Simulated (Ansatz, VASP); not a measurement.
## Ni3Ge in VASP and in Ansatz

The input POSCAR:

```
Ni3Ge
1.0
    3.5303341067      0.0000000000      0.0000000000
    0.0000000000      3.5303341067      0.0000000000
    0.0000000000      0.0000000000      3.5303341067
Ni Ge
3 1
Direct
    0.5000000000      0.0000000000      0.5000000000
    0.0000000000      0.5000000000      0.5000000000
    0.5000000000      0.5000000000      0.0000000000
    0.0000000000      0.0000000000      0.0000000000
```

Contents of INCAR.step1:

```
  PREC = Accurate
  ENCUT = 520
  ISMEAR = 0
  SIGMA = 0.1
  LREAL = F
  LASPH = T
  NELM = 80
  NBANDS = 30
  GGA = PE
  ALGO = Normal
  EDIFF = 1E-4
  LWAVE = T
  LCHARG = F
```

File INCAR.step2:

```
  PREC = Accurate
  ENCUT = 520
  EDIFF = 1E-6
  ISMEAR = 0
  SIGMA = 0.1
  LREAL = F
  LASPH = T
  NELM = 80
  ALGO = Normal
  ISIF = 2
  LWAVE = F
  LCHARG = F
  METAGGA = R2SCAN
  LMIXTAU = T
  NBANDS = 30
  ISTART = 1
```

File KPOINTS:

```
Automatic mesh
0
Gamma
  16 16 16
```

Input for Ansatz:

```yaml
crystal:
  lattice:
    - [3.5303341067, 0.0, 0.0]
    - [0.0, 3.5303341067, 0.0]
    - [0.0, 0.0, 3.5303341067]
  atoms:
    - { symbol: Ni, position: [0.5, 0.0, 0.5] }
    - { symbol: Ni, position: [0.0, 0.5, 0.5] }
    - { symbol: Ni, position: [0.5, 0.5, 0.0] }
    - { symbol: Ge, position: [0.0, 0.0, 0.0] }
basis:
  ecutwfc: 500
kpoints:
  mp_grid: { grid: [16, 16, 16] }
hamiltonian:
  xc: r2scan
scf:
  occupations: { method: gaussian, width: 0.1 }
output:
  forces: true
  stress: true
  eigenvalues: true
```

Alike in both runs: task single point; functional r2SCAN; k mesh 16 × 16 × 16; occupations gaussian, width 0.1 eV; no spin polarisation.

|  | VASP | Ansatz |
| --- | --- | --- |
| version | VASP 6.6.1 | Ansatz 0.2.0 |
| potentials or method | VASP PAW PBE potentials, release 64 (Ni, Ge_d), cutoff 520 eV | scalar-relativistic, plane waves, PAW |
| valence electrons in the cell | 44 | 68 |

```tsv
	VASP	Ansatz	Ansatz less VASP
gap on the k mesh at the Fermi level (eV)	none	none	-
pressure (GPa)	0.8	0.4	-0.36
```

VASP's potentials were made for PBE, not for r2SCAN. A gap of «none» marks a metal or a gap that the smearing closes. VASP's potentials hold 44 valence electrons a cell and Ansatz's 68, so a difference there can come from the potentials and not from the codes.
